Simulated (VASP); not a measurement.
## W: single point with PBEsol

The system is W.

```xyz
8
Lattice="-4.0600 4.0600 0.0000 0.0000 4.0600 -4.0600 -4.0600 0.0000 -4.0600" Properties=species:S:1:pos:R:3 pbc="T T T"
W    -2.0300    2.0300   -4.0600
W    -2.0300    0.0000   -2.0300
W     0.0000    2.0300   -2.0300
W     0.0000    0.0000    0.0000
W    -4.0600    4.0600   -4.0600
W    -4.0600    2.0300   -2.0300
W    -2.0300    4.0600   -2.0300
W    -2.0300    2.0300    0.0000
```

This isn't the form of W at room conditions, which is bcc.

```yaml
Program: VASP 6.6.1
Task: single point
Functional: PBEsol
Potentials_or_basis: VASP PAW PBE potentials, release 64 (W_sv)
Cutoff: 520 eV
k_mesh: 10 × 10 × 10
Occupations: gaussian, width 0.15 eV
Spin: no spin polarisation
```

| Quantity | Value |
| --- | --- |
| Pressure | -12.1 GPa |
| Band gap on the k mesh | zero (bands 56 and 57 overlap by 0.79 eV) |

Levels at points of the mesh, in eV from the Fermi level:
| k point | band 54 | band 55 | band 56 | band 57 | band 58 | band 59 |
| --- | --- | --- | --- | --- | --- | --- |
| (0.00, 0.00, 0.00) | -0.54 | 0.60 | 0.60 | 0.60 | 0.60 | 2.49 |
| (0.50, 0.00, 0.00) | -0.94 | -0.11 | -0.11 | -0.11 | -0.11 | 1.39 |
| (0.50, 0.50, 0.00) | -1.79 | -0.12 | -0.12 | 0.85 | 0.85 | 0.85 |

It took 27 min on 1 thread of AMD EPYC 7R13, with other jobs on the host, peak memory 0.46 GiB.

Caveat: the cell stands under tension; the PAW data sets were made with another functional, which shifts forces and pressure a little; spin-orbit coupling is left out, which moves the levels of the heavy elements.
